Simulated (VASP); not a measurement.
# InSb3 in VASP: a series of runs, part 2 of 2

VASP 6.6.1. Earlier steps stand in the parts before.

## (3) Single point, PBEsol

This run uses another cell than the first one, of 27.76 Å³/atom, 0.971 times its volume.

INCAR

```
PREC = Accurate
ENCUT = 520
EDIFF = 1E-7
ISMEAR = 0
SIGMA = 0.02
LREAL = False
LASPH = True
NELM = 100
ALGO = Normal
ISIF = 2
LWAVE = False
LCHARG = False
GGA = PS
NBANDS = 22
```

KPOINTS

```
Automatic mesh
0
Gamma
  8 8 8
```

POSCAR

```
InSb3
1.0
    4.8063670000      0.0000000000      0.0000000000
    0.0000000000      4.8063670000      0.0000000000
    0.0000000000      0.0000000000      4.8063670000
Sb In
3 1
Direct
    0.5000000000      0.5000000000      0.0208057354
    0.0000000000      0.5000000000      0.5000000000
    0.5000000000      0.0000000000      0.5000000000
    0.0000000000      0.0000000000      0.0000000000
```

Potentials or basis: VASP PAW PBE potentials, release 64 (Sb, In_d).

Command:

```
cat potpaw_PBE.64/Sb/POTCAR potpaw_PBE.64/In_d/POTCAR > POTCAR
mpirun -np 1 vasp_std > vasp.out
```

OUTCAR:

```text
PREC = Accurate
   ENCUT = 520
   EDIFF = 1E-7
   ISMEAR = 0
   LREAL = False
   LASPH = True
   NELM = 100
   ISIF = 2
   GGA = PS

 ion  position               nearest neighbor table
   1  0.500  0.500  0.021-   2 3.33   3 3.33   3 3.33   2 3.33   4 3.40   4 3.40   4 3.40   4 3.40
                             2 3.47   3 3.47   2 3.47   3 3.47
   2  0.000  0.500  0.500-   1 3.33   1 3.33   4 3.40   4 3.40   3 3.40   4 3.40   4 3.40   3 3.40
                             3 3.40   3 3.40   1 3.47   1 3.47
   3  0.500  0.000  0.500-   1 3.33   1 3.33   4 3.40   4 3.40   2 3.40   2 3.40   2 3.40   4 3.40
                             4 3.40   2 3.40   1 3.47   1 3.47
   4  0.000  0.000  0.000-   2 3.40   3 3.40   2 3.40   3 3.40   2 3.40   2 3.40   3 3.40   3 3.40
                             1 3.40   1 3.40   1 3.40   1 3.40

  LATTYP: Found a simple cubic cell.
 ALAT       =     4.8063670000

  Lattice vectors:

 A1 = (   4.8063670000,   0.0000000000,   0.0000000000)
 A2 = (   0.0000000000,   4.8063670000,   0.0000000000)
 A3 = (   0.0000000000,   0.0000000000,   4.8063670000)

Analysis of symmetry for initial positions (statically):
=====================================================================
 Subroutine PRICEL returns:
 Original cell was already a primitive cell.

 Routine SETGRP: Setting up the symmetry group for a
 simple cubic supercell.

 Subroutine GETGRP returns: Found  8 space group operations
 (whereof  8 operations were pure point group operations)
 out of a pool of 48 trial point group operations.

The static configuration has the point symmetry C_4v.

Analysis of symmetry for dynamics (positions and initial velocities):
=====================================================================
 Subroutine PRICEL returns:
 Original cell was already a primitive cell.

 Routine SETGRP: Setting up the symmetry group for a
 simple cubic supercell.

 Subroutine GETGRP returns: Found  8 space group operations
[... 120 lines left out ...]
   EMIN   =  10.00;   EMAX   =-10.00  energy-range for DOS
   EFERMI =   0.00;   METHOD = LEGACY
   ISMEAR =     0;   SIGMA  =   0.02  broadening in eV -4-tet -1-fermi 0-gaus
   EFERMI_NEDOS =   21; number of points for ismear=-14 and -15
   IALGO  =     38    algorithm
   IMIX   =      4    mixing-type and parameters
     AMIX     =   0.40;   BMIX     =  1.00
     AMIX_MAG =   1.60;   BMIX_MAG =  1.00
  volume/ion in A,a.u.               =      27.76       187.32
  Fermi-wavevector in a.u.,A,eV,Ry     =   1.034294  1.954532 14.555018  1.069764
  Thomas-Fermi vector in A             =   2.168582
   LORBIT       =      0    0 simple, 1 ext, 2 COOP (PROOUT), +10 PAW based schemes
   GGA     = PS    functional components
   LHFCALC =     F    Hartree Fock is set to
   AEXX    =    0.0000 exact exchange contribution
   IVDW    =     0    specifies the selected vdW correction
   LEPSILON=     F    determine dielectric tensor
   LRPA    =     F    only Hartree local field effects (RPA)
 non-spin polarized calculation
 Gauss-broadening in eV      SIGMA  =   0.02
  energy-cutoff  :      520.00
  volume of cell :      111.03
 maximum number of plane-waves:      3016
 NGX is ok and might be reduce to    36
   NGX = 17   NGY = 17   NGZ = 17

 number of electron      28.0000009 magnetization

 Free energy of the ion-electron system (eV)
  ---------------------------------------------------
  ext. energy  EPLUGINS =         0.00000000
  ---------------------------------------------------
  free energy    TOTEN  =       -16.01193206 eV

  energy without entropy =      -16.01118532  energy(sigma->0) =      -16.01155869

 E-fermi :   7.6731     XC(G=0): -10.1768

 val. band max:        7.6726648763   @ k =   0.2500   0.1250   0.5000
 cond. band min:       7.6751480404   @ k =   0.1250   0.5000   0.3750
 fundamental gap:      0.0024831642
 Fermi energy:         7.6730738764

 k-point     1 :       0.0000    0.0000    0.0000
  band No.  band energies     occupation
      1      -6.7249      2.00000
      2      -6.7246      2.00000
      3      -6.7086      2.00000
      4      -6.7085      2.00000
      5      -6.7085      2.00000
      6      -4.5090      2.00000
[... 589 lines left out ...]
     21      13.3763      0.00000
     22      14.3326      0.00000

 [... further k-points ...]
[... 5 lines left out ...]
  --------------------------------------------------------------------------------------
  -------------------------------------------------------------------------------------
  Total       -1.6709640     -1.6709640     -1.7702883      0.0000000      0.0000000      0.0000000
  in kB      -24.1116477    -24.1116477    -25.5448754      0.0000000      0.0000000      0.0000000
  external PRESSURE =     -24.5893903 kB  Pullay stress =       0.0000000 kB

 VOLUME and BASIS-vectors are now :
 -----------------------------------------------------------------------------
  energy-cutoff  :      520.00
  volume of cell :      111.03
      direct lattice vectors                 reciprocal lattice vectors
     4.806367000  0.000000000  0.000000000     0.208057354  0.000000000  0.000000000
     0.000000000  4.806367000  0.000000000     0.000000000  0.208057354  0.000000000
     0.000000000  0.000000000  4.806367000     0.000000000  0.000000000  0.208057354

 POSITION                                       TOTAL-FORCE (eV/Angst)
 -----------------------------------------------------------------------------------
      2.40318      2.40318      0.10000         0.000000     -0.000000      0.025293
      0.00000      2.40318      2.40318        -0.000000      0.000000      0.022822
      2.40318      0.00000      2.40318        -0.000000      0.000000      0.022822
      0.00000      0.00000      0.00000         0.000000     -0.000000     -0.070937
 -----------------------------------------------------------------------------------
    total drift:                               -0.000000     -0.000000      0.000114

  FREE ENERGIE OF THE ION-ELECTRON SYSTEM (eV)
  ---------------------------------------------------
  free  energy   TOTEN  =       -16.0119320625 eV

  energy  without entropy=      -16.0111853176  energy(sigma->0) =      -16.01155869
```

OSZICAR:

```text
N       E                     dE             d eps       ncg     rms          rms(c)
DAV:   1     0.187443593876E+03    0.18744E+03   -0.10963E+04  3300   0.117E+03
DAV:   2     0.162892662046E+00   -0.18728E+03   -0.18081E+03  3634   0.290E+02
DAV:   3    -0.155137639734E+02   -0.15677E+02   -0.15130E+02  4134   0.863E+01
DAV:   4    -0.160373313081E+02   -0.52357E+00   -0.52140E+00  3768   0.165E+01
DAV:   5    -0.160618028713E+02   -0.24472E-01   -0.24469E-01  5052   0.374E+00    0.330E+00
DAV:   6    -0.160243672038E+02    0.37436E-01   -0.59794E-02  4016   0.315E+00    0.184E+00
DAV:   7    -0.160124449068E+02    0.11922E-01   -0.27753E-02  4462   0.160E+00    0.209E-01
DAV:   8    -0.160119512835E+02    0.49362E-03   -0.22083E-03  3992   0.544E-01    0.559E-02
DAV:   9    -0.160119329734E+02    0.18310E-04   -0.11672E-04  4446   0.889E-02    0.235E-02
DAV:  10    -0.160119325592E+02    0.41426E-06   -0.62667E-06  4214   0.152E-02    0.892E-03
DAV:  11    -0.160119320972E+02    0.46201E-06   -0.71302E-07  3990   0.545E-03    0.159E-03
DAV:  12    -0.160119320625E+02    0.34678E-07   -0.10313E-07  2578   0.201E-03
   1 F= -.16011932E+02 E0= -.16011559E+02  d E =-.746745E-03
```

It took 62 s on 1 thread of Intel Xeon 6975P-C (Granite Rapids), shared host; peak memory 0.31 GiB.

Results:

| Item | Value |
| --- | --- |
| Free energy | -16.0119 eV |
| Pressure | -2.5 GPa |
| Largest force | 0.071 eV/Å |
| Band gap on the k mesh | zero (band 14 reaches 11.16 eV, above the bottom of band 15 at 6.62 eV) |

Forces in eV/Å, atoms in the order of the input:
```
Sb   0.000  0.000  0.025
Sb   0.000  0.000  0.023
Sb   0.000  0.000  0.023
In   0.000  0.000 -0.071
```

Caveat: the PAW data sets were made with another functional, which shifts forces and pressure a little; spin-orbit coupling is left out, which moves the levels of the heavy elements.
